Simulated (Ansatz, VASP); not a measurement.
**GaP in VASP and in Ansatz**

```
CELL_PARAMETERS angstrom
0.00000 2.67075 2.72525
2.67075 0.00000 2.72525
2.67075 2.67075 0.00000
ATOMIC_POSITIONS crystal
Ga 0.00000 0.00000 0.00000
P 0.75000 0.75000 0.75000
```

Change from the starting cell: equal xx and yy strain of -2 %.

Alike in both runs: task single point; functional PBEsol; k mesh 12 × 12 × 12; occupations fermi-dirac, width 0.08 eV; no spin polarisation.

```csv
,VASP,Ansatz
version,VASP 6.6.1,Ansatz 0.2.0
potentials or method,"VASP PAW PBE potentials, release 64 (Ga_d, P), cutoff 520 eV","all-electron LAPW, scalar-relativistic"
```

```csv
,VASP,Ansatz,Ansatz less VASP
pressure (GPa),3.0,3.1,+0.09
"traceless stress, the component that is largest in VASP (GPa)",-1.05,-1.05,+0.004
```

VASP's potentials were made for PBE, not for PBEsol. Ansatz ran all-electron here, and VASP with PAW potentials.
